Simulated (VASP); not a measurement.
# Ca3Cl2 (P-3m1) in VASP: further runs

Ca3Cl2 is run at these levels: PBE; tasks: single point.

All numbers are computed with VASP 6.6.1; they aren't measurements. Logs are shortened: lines on timing, memory, paths and dates and some standing lists are left out, and cuts for length are marked.

**1. The cell of the first run**

It takes space group P-3m1 (No. 164, trigonal). The conventional cell has a = 4.022 Å, b = 4.022 Å, c = 13.163 Å, α = 90.00°, β = 90.00°, γ = 120.00°. Ca (site symmetry -3m) has 12 Ca at 3.98 to 4.02 Å and 6 Cl at 5.25 Å within 5.3 Å. Ca (site symmetry 3m) has 3 Cl at 2.75 Å within 3.6 Å. Within 3.6 Å of Cl (site symmetry 3m) lie 3 Ca at 2.75 Å.

**2. Single point, PBE**

INCAR

```
PREC = Accurate
ENCUT = 520
EDIFF = 1E-6
ISMEAR = 0
SIGMA = 0.1
LREAL = F
LASPH = T
NELM = 100
ALGO = Normal
ISIF = 2
LWAVE = F
LCHARG = F
GGA = PE
NBANDS = 30
```

KPOINTS

```
regular mesh
0
Gamma
  12 12 4
```

POSCAR

```
Ca3Cl2
1.0
    4.0219555986      0.0000000000      0.0000000000
   -2.0109777993      3.4831157213      0.0000000000
    0.0000000000      0.0000000000     13.1629836342
Ca Cl
3 2
Direct
    0.0000000000      0.0000000000      0.0000000000
    0.3333333333      0.6666666667      0.7541418973
    0.6666666667      0.3333333333      0.2458581027
    0.3333333333      0.6666666667      0.3579341202
    0.6666666667      0.3333333333      0.6420658798
```

Potentials or basis: VASP PAW PBE potentials, release 64 (Ca_sv, Cl).

Run with:

```sh
$ cat potpaw_PBE.64/Ca_sv/POTCAR potpaw_PBE.64/Cl/POTCAR > POTCAR
$ mpirun -np 1 vasp_std > vasp.out
```

OUTCAR:

```text
PREC = Accurate
   ENCUT = 520
   EDIFF = 1E-6
   ISMEAR = 0
   LREAL = F
   LASPH = T
   NELM = 100
   ISIF = 2
   GGA = PE

 ion  position               nearest neighbor table
   1  0.000  0.000  0.000-
   2  0.333  0.667  0.754-   5 2.75   5 2.75   5 2.75
   3  0.667  0.333  0.246-   4 2.75   4 2.75   4 2.75
   4  0.333  0.667  0.358-   3 2.75   3 2.75   3 2.75
   5  0.667  0.333  0.642-   2 2.75   2 2.75   2 2.75

  LATTYP: Found a hexagonal cell.
 ALAT       =     4.0219555986
 C/A-ratio  =     3.2727819369

  Lattice vectors:

 A1 = (   4.0219555986,   0.0000000000,   0.0000000000)
 A2 = (  -2.0109777993,   3.4831157213,   0.0000000000)
 A3 = (   0.0000000000,   0.0000000000,  13.1629836342)

Analysis of symmetry for initial positions (statically):
=====================================================================
 Subroutine PRICEL returns:
 Original cell was already a primitive cell.

 Routine SETGRP: Setting up the symmetry group for a
 hexagonal supercell.

 Subroutine GETGRP returns: Found 12 space group operations
 (whereof 12 operations were pure point group operations)
 out of a pool of 24 trial point group operations.

The static configuration has the point symmetry D_3d.

Analysis of symmetry for dynamics (positions and initial velocities):
=====================================================================
 Subroutine PRICEL returns:
 Original cell was already a primitive cell.

 Routine SETGRP: Setting up the symmetry group for a
 hexagonal supercell.

 Subroutine GETGRP returns: Found 12 space group operations
 (whereof 12 operations were pure point group operations)
 out of a pool of 24 trial point group operations.

The dynamic configuration has the point symmetry D_3d.

 Subroutine INISYM returns: Found 12 space group operations
 (whereof 12 operations are pure point group operations),
 and found     1 'primitive' translations

----------------------------------------------------------------------------------------

                                     Primitive cell

  volume of cell :     184.3994

  direct lattice vectors                    reciprocal lattice vectors
     4.021955599  0.000000000  0.000000000     0.248635266  0.143549638  0.000000000
    -2.010977799  3.483115721  0.000000000     0.000000000  0.287099275  0.000000000
     0.000000000  0.000000000 13.162983634     0.000000000  0.000000000  0.075970618

  length of vectors
     4.021955599  4.021955599 13.162983634     0.287099275  0.287099275  0.075970618

  position of ions in fractional coordinates (direct lattice)
     0.000000000  0.000000000  0.000000000
     0.333333333  0.666666667  0.754141897
     0.666666667  0.333333333  0.245858103
     0.333333333  0.666666667  0.357934120
     0.666666667  0.333333333  0.642065880

  ion indices of the primitive-cell ions
   primitive index   ion index
                 1           1
                 2           2
                 3           3
                 4           4
                 5           5

----------------------------------------------------------------------------------------

 KPOINTS: regular mesh

Automatic generation of k-mesh.
 Grid dimensions read from file:
 generate k-points for:   12   12    4

 Generating k-lattice:

  Cartesian coordinates                     Fractional coordinates (reciprocal lattice)
     0.020719605  0.011962470  0.000000000     0.083333333  0.000000000  0.000000000
     0.000000000  0.023924940  0.000000000     0.000000000  0.083333333  0.000000000
     0.000000000  0.000000000  0.018992654     0.000000000  0.000000000  0.250000000

  Length of vectors
     0.023924940  0.023924940  0.018992654

  Shift w.r.t. Gamma in fractional coordinates (k-lattice)
     0.000000000  0.000000000  0.000000000

 Subroutine IBZKPT returns following result:
 ===========================================

 Found     69 irreducible k-points:

 Following reciprocal coordinates:
            Coordinates               Weight
  0.000000  0.000000  0.000000      1.000000
  0.083333  0.000000  0.000000      6.000000
  0.166667  0.000000  0.000000      6.000000
  0.250000  0.000000  0.000000      6.000000
  0.333333  0.000000  0.000000      6.000000
  0.416667  0.000000  0.000000      6.000000
[... 16 lines left out ...]
  0.166667  0.000000  0.250000      6.000000
  0.000000  0.166667  0.250000      6.000000
 [... further k-points ...]
   k-points           NKPTS =     69   k-points in BZ     NKDIM =     69   number of bands    NBANDS=     30
   number of dos      NEDOS =    301   number of ions     NIONS =      5
   total plane-waves  NPLWV =  88200
   dimension x,y,z NGX =    30 NGY =   30 NGZ =   98
   dimension x,y,z NGXF=    60 NGYF=   60 NGZF=  196
   ions per type =               3   2
   NGX,Y,Z   is equivalent  to a cutoff of  12.40, 12.40, 12.38 a.u.
   NGXF,Y,Z  is equivalent  to a cutoff of  24.80, 24.80, 24.75 a.u.
 SYSTEM =  unknown system
   PREC   = accura    normal or accurate (medium, high low for compatibility)
   ISTART =      0    job   : 0-new  1-cont  2-samecut
   ICHARG =      2    charge: 1-file 2-atom 10-const
   ISPIN  =      1    spin polarized calculation?
   LNONCOLLINEAR =      F non collinear calculations
   LSORBIT =      F    spin-orbit coupling
   LASPH  =      T    aspherical Exc in radial PAW
   ENCUT  =  520.0 eV  38.22 Ry    6.18 a.u.   7.48  7.48 24.47*2*pi/ulx,y,z
   NELM   =    100;   NELMIN=  2; NELMDL= -5     # of ELM steps
   EDIFF  = 0.1E-05   stopping-criterion for ELM
   LREAL  =      F    real-space projection
   EDIFFG = 0.1E-04   stopping-criterion for IOM
   NSW    =      0    number of steps for IOM
   IBRION =     -1    ionic relax: 0-MD 1-quasi-New 2-CG
   NFREE  =      0    steps in history (QN), initial steepest desc. (CG)
   ISIF   =      2    stress and relaxation
   ISYM   =      2    0-nonsym 1-usesym 2-fastsym
   POTIM  = 0.5000    time-step for ionic-motion
   TEBEG  =    0.0;   TEEND  =   0.0 temperature during run
   PSTRESS=    0.0 pullay stress
   NELECT =      44.0000    total number of electrons
   NUPDOWN=      -1.0000    fix difference up-down
   EMIN   =  10.00;   EMAX   =-10.00  energy-range for DOS
   EFERMI =   0.00;   METHOD = LEGACY
   ISMEAR =     0;   SIGMA  =   0.10  broadening in eV -4-tet -1-fermi 0-gaus
   EFERMI_NEDOS =   21; number of points for ismear=-14 and -15
   IALGO  =     38    algorithm
   IMIX   =      4    mixing-type and parameters
     AMIX     =   0.40;   BMIX     =  1.00
     AMIX_MAG =   1.60;   BMIX_MAG =  1.00
  volume/ion in A,a.u.               =      36.88       248.88
  Fermi-wavevector in a.u.,A,eV,Ry     =   1.015405  1.918837 14.028245  1.031047
  Thomas-Fermi vector in A             =   2.148689
   LORBIT       =      0    0 simple, 1 ext, 2 COOP (PROOUT), +10 PAW based schemes
   GGA     = PE    functional components
   LHFCALC =     F    Hartree Fock is set to
   AEXX    =    0.0000 exact exchange contribution
   IVDW    =     0    specifies the selected vdW correction
   LEPSILON=     F    determine dielectric tensor
   LRPA    =     F    only Hartree local field effects (RPA)
 non-spin polarized calculation
 Gauss-broadening in eV      SIGMA  =   0.10
  energy-cutoff  :      520.00
  volume of cell :      184.40
 maximum number of plane-waves:      5023
 NGX is ok and might be reduce to    30
   NGX = 15   NGY = 15   NGZ = 49

 number of electron      44.0000003 magnetization

 Free energy of the ion-electron system (eV)
  ---------------------------------------------------
  ext. energy  EPLUGINS =         0.00000000
  ---------------------------------------------------
  free energy    TOTEN  =       -16.07475590 eV

  energy without entropy =      -16.06073419  energy(sigma->0) =      -16.06774505

 E-fermi :   2.3397     XC(G=0):  -7.4945

 val. band max:        2.3373540191   @ k =  -0.0833   0.5000   0.2500
 cond. band min:       2.3595389987   @ k =   0.3333   0.2500   0.2500
 fundamental gap:      0.0221849796
 Fermi energy:         2.3397064489

 k-point     1 :       0.0000    0.0000    0.0000
  band No.  band energies     occupation
      1     -40.0548      2.00000
      2     -40.0548      2.00000
      3     -39.8600      2.00000
      4     -21.0588      2.00000
      5     -21.0535      2.00000
      6     -21.0360      2.00000
[... 22 lines left out ...]
     29       4.6238      0.00000
     30       4.7254      0.00000

 k-point     2 :       0.0833    0.0000    0.0000
  band No.  band energies     occupation
      1     -40.0544      2.00000
      2     -40.0543      2.00000
      3     -39.8596      2.00000
      4     -21.0593      2.00000
      5     -21.0563      2.00000
      6     -21.0410      2.00000
[... 22 lines left out ...]
     29       4.6654      0.00000
     30       4.7150      0.00000

 k-point     3 :       0.1667    0.0000    0.0000
  band No.  band energies     occupation
      1     -40.0530      2.00000
      2     -40.0530      2.00000
      3     -39.8585      2.00000
      4     -21.0724      2.00000
      5     -21.0719      2.00000
      6     -21.0436      2.00000
[... 22 lines left out ...]
     29       4.6470      0.00000
     30       4.7109      0.00000

 k-point     4 :       0.2500    0.0000    0.0000
  band No.  band energies     occupation
      1     -40.0513      2.00000
      2     -40.0512      2.00000
      3     -39.8570      2.00000
      4     -21.0987      2.00000
      5     -21.0986      2.00000
      6     -21.0474      2.00000
[... 22 lines left out ...]
     29       4.7458      0.00000
     30       4.8865      0.00000

 k-point     5 :       0.3333    0.0000    0.0000
  band No.  band energies     occupation
      1     -40.0495      2.00000
      2     -40.0494      2.00000
      3     -39.8555      2.00000
      4     -21.1262      2.00000
      5     -21.1254      2.00000
      6     -21.0531      2.00000
[... 22 lines left out ...]
     29       4.9956      0.00000
     30       5.2067      0.00000
[... 526 lines left out ...]
     29       4.6597      0.00000
     30       4.6853      0.00000

 k-point    22 :       0.0000    0.0833    0.2500
  band No.  band energies     occupation
      1     -40.0544      2.00000
      2     -40.0543      2.00000
      3     -39.8596      2.00000
      4     -21.0594      2.00000
      5     -21.0562      2.00000
      6     -21.0410      2.00000
[... 22 lines left out ...]
     29       4.6640      0.00000
     30       4.7957      0.00000

 k-point    23 :       0.1667    0.0000    0.2500
  band No.  band energies     occupation
      1     -40.0530      2.00000
      2     -40.0530      2.00000
      3     -39.8585      2.00000
      4     -21.0723      2.00000
      5     -21.0720      2.00000
      6     -21.0436      2.00000
[... 22 lines left out ...]
     29       4.6310      0.00000
     30       4.7539      0.00000

 k-point    24 :       0.0000    0.1667    0.2500
  band No.  band energies     occupation
      1     -40.0530      2.00000
      2     -40.0530      2.00000
      3     -39.8585      2.00000
      4     -21.0724      2.00000
      5     -21.0719      2.00000
      6     -21.0436      2.00000
[... 22 lines left out ...]
     29       4.6372      0.00000
     30       4.7561      0.00000

 [... further k-points ...]

------------------------ aborting loop because EDIFF is reached ----------------------------------------

  FORCE on cell =-STRESS in cart. coord.  units (eV):
  Direction    XX          YY          ZZ          XY          YZ          ZX
  --------------------------------------------------------------------------------------
  -------------------------------------------------------------------------------------
  Total        0.0391874      0.0391874      0.0560465     -0.0000000      0.0000000      0.0000000
  in kB        0.3404845      0.3404845      0.4869667     -0.0000000      0.0000000      0.0000000
  external PRESSURE =       0.3893119 kB  Pullay stress =       0.0000000 kB

 VOLUME and BASIS-vectors are now :
 -----------------------------------------------------------------------------
  energy-cutoff  :      520.00
  volume of cell :      184.40
      direct lattice vectors                 reciprocal lattice vectors
     4.021955599  0.000000000  0.000000000     0.248635266  0.143549638  0.000000000
    -2.010977799  3.483115721  0.000000000     0.000000000  0.287099275  0.000000000
     0.000000000  0.000000000 13.162983634     0.000000000  0.000000000  0.075970618

 POSITION                                       TOTAL-FORCE (eV/Angst)
 -----------------------------------------------------------------------------------
      0.00000      0.00000      0.00000        -0.000000      0.000000     -0.000000
     -0.00000      2.32208      9.92676        -0.000000     -0.000000      0.016195
      2.01098      1.16104      3.23623         0.000000      0.000000     -0.016195
     -0.00000      2.32208      4.71148         0.000000      0.000000      0.020207
      2.01098      1.16104      8.45150        -0.000000     -0.000000     -0.020207
 -----------------------------------------------------------------------------------
    total drift:                               -0.000000      0.000000      0.000000

  FREE ENERGIE OF THE ION-ELECTRON SYSTEM (eV)
  ---------------------------------------------------
  free  energy   TOTEN  =       -16.0747559044 eV

  energy  without entropy=      -16.0607341909  energy(sigma->0) =      -16.06774505
```

It took 6.1 min on 1 thread of Intel Xeon Platinum 8259CL at 2.50GHz (Skylake/Cascade Lake), shared host; peak memory 0.47 GiB.

Results:

```yaml
Free_energy: -16.0748 eV
Pressure: 0.0 GPa
Largest_force: 0.020 eV/Å
Band_gap_on_the_k_mesh: zero (bands 22 and 23 overlap by 0.06 eV)
```

Forces in eV/Å, atoms in the order of the input:
```
Ca   0.000  0.000  0.000
Ca   0.000  0.000  0.016
Ca   0.000  0.000 -0.016
Cl   0.000  0.000  0.020
Cl   0.000  0.000 -0.020
```

**3. Single point, PBE**

INCAR

```
SYSTEM = Ca3Cl2
PREC = Accurate ; ENCUT = 520
EDIFF = 1E-7 ; ISMEAR = 0
SIGMA = 0.1 ; LREAL = .FALSE.
LASPH = .TRUE. ; NELM = 100
ALGO = Normal ; ISIF = 2
LWAVE = .FALSE. ; LCHARG = .FALSE.
GGA = PE ; NBANDS = 30
```

KPOINTS

```
regular mesh
0
G
  12 12 6
  0 0 0
```

POSCAR is that of step 2.

Potentials or basis: VASP PAW PBE potentials, release 64 (Ca_sv, Cl).

Run with:

```sh
$ cat potpaw_PBE.64/Ca_sv/POTCAR potpaw_PBE.64/Cl/POTCAR > POTCAR
$ mpirun -np 1 vasp_std > vasp.out
```

Run time: 12 min. Hardware: 1 thread of Intel Xeon Platinum 8259CL at 2.50GHz (Skylake/Cascade Lake), shared host; peak memory 0.58 GiB.

It converged, with:

```
Free energy            : -16.0747 eV
Pressure               : 0.0 GPa
Largest force          : 0.021 eV/Å
Band gap on the k mesh : zero (bands 22 and 23 overlap by 0.06 eV)
```

Forces in eV/Å, atoms in the order of the input:
```
Ca   0.000  0.000  0.000
Ca   0.000  0.000  0.016
Ca   0.000  0.000 -0.016
Cl   0.000  0.000  0.021
Cl   0.000  0.000 -0.021
```

Levels at points of the mesh, in eV from the Fermi level:
| k point | band 19 | band 20 | band 21 | band 22 | band 23 | band 24 | band 25 | band 26 |
| --- | --- | --- | --- | --- | --- | --- | --- | --- |
| (0.00, 0.00, 0.00) | -4.92 | -4.92 | -3.24 | -1.41 | -0.04 | 1.85 | 2.04 | 2.04 |
| (0.50, 0.00, 0.00) | -5.08 | -5.07 | -0.87 | -0.30 | 0.07 | 0.23 | 0.54 | 1.26 |
| (0.00, 0.00, 0.50) | -4.92 | -4.92 | -3.20 | -1.53 | 0.14 | 1.70 | 2.05 | 2.05 |
| (0.50, 0.00, 0.50) | -5.08 | -5.07 | -0.87 | -0.30 | 0.08 | 0.22 | 0.57 | 1.20 |
